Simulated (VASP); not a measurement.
Here is a VASP 6.6.1 calculation.

File INCAR:

```
PREC = Accurate
ENCUT = 520
EDIFF = 1E-8
ISMEAR = -1
SIGMA = 0.03
LREAL = False
LASPH = True
NELM = 60
ALGO = Normal
ISIF = 2
LWAVE = False
LCHARG = False
GGA = PS
LEFG = True
NBANDS = 16
```

Contents of KPOINTS:

```
Automatic mesh
0
Gamma
  12 12 9
```

File POSCAR:

```
ScB2
1.0
    3.1708615256      0.0000000000      0.0000000000
   -1.5854307628      2.7460466330      0.0000000000
    0.0000000000      0.0000000000      3.5433119376
Sc B
1 2
Direct
    0.0000000000      0.0000000000      0.0000000000
    0.3333333333      0.6666666667      0.5000000000
    0.6666666667      0.3333333333      0.5000000000
```

Potentials or basis: VASP PAW PBE potentials, release 64 (Sc_sv, B).

The run is started by

```sh
$ cat potpaw_PBE.64/Sc_sv/POTCAR potpaw_PBE.64/B/POTCAR > POTCAR
$ mpirun -np 1 vasp_std > vasp.out
```

Q: Estimate the pressure.

A: -7.9 GPa.

Stress tensor (GPa, compression positive):
```
-8.17  0.00  0.00
 0.00 -8.17  0.00
 0.00  0.00 -7.30
```

Caveat: without QUAD_EFG the Cq values of the log hold for a quadrupole moment of 1 mb, not for the nuclei; the PAW data sets were made with another functional, which shifts forces and pressure a little.
